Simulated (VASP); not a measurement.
**SiC: single point with PBE**

Crystal: SiC.

```xyz
4
Lattice="3.0138 0.0000 0.0000 -1.5069 2.6101 0.0000 0.0000 0.0000 5.0667" Properties=species:S:1:pos:R:3 pbc="T T T"
Si    0.0000    1.7400    0.0045
Si    1.5069    0.8700    2.5378
C     0.0000    1.7400    1.8955
C     1.5069    0.8700    4.4289
```

This cell differs from its parent crystal: epitaxial xy strain -2.0%.

* Program: VASP 6.6.1
* Task: single point
* Functional: PBE
* Potentials or basis: VASP PAW PBE potentials, release 64 (Si, C)
* Cutoff: 520 eV
* k mesh: 12 × 12 × 6
* Occupations: fermi-dirac, width 0.02 eV
* Spin: no spin polarisation

```
Pressure               : 12.5 GPa
Largest force          : 0.033 eV/Å
Band gap on the k mesh : 2.01 eV, indirect (least direct gap 4.23 eV)
```

Forces on the atoms (eV/Å):
```
Si   0.000  0.000  0.033
Si   0.000  0.000  0.033
C    0.000  0.000 -0.033
C    0.000  0.000 -0.033
```

Stress tensor (GPa, compression positive):
```
16.95  0.00  0.00
 0.00 16.95  0.00
 0.00  0.00  3.65
```

Levels at points of the mesh, in eV from the valence-band top:
| k point | band 4 | band 5 | band 6 | band 7 | band 8 | band 9 | band 10 | band 11 | band 12 | band 13 |
| --- | --- | --- | --- | --- | --- | --- | --- | --- | --- | --- |
| (0.00, 0.00, 0.00) | -1.23 | -1.23 | -0.37 | 0.00 | 0.00 | 5.45 | 6.04 | 7.03 | 7.03 | 8.08 |
| (0.50, 0.00, 0.00) | -6.57 | -5.64 | -3.49 | -3.32 | -1.27 | 2.96 | 4.00 | 7.13 | 7.25 | 9.87 |
| (0.00, 0.00, 0.50) | -4.81 | -0.66 | -0.66 | -0.66 | -0.66 | 6.43 | 6.43 | 7.68 | 7.68 | 7.68 |
| (0.50, 0.00, 0.50) | -8.49 | -2.58 | -2.58 | -2.47 | -2.47 | 3.20 | 3.20 | 5.30 | 5.30 | 10.48 |

Wall time 65 s on 1 thread of Intel Xeon 8259CL, on a shared host, peak memory 0.18 GiB.

Caveat: the cell differs from its parent crystal (epitaxial xy strain -2.0%). A k mesh can miss the band edges.
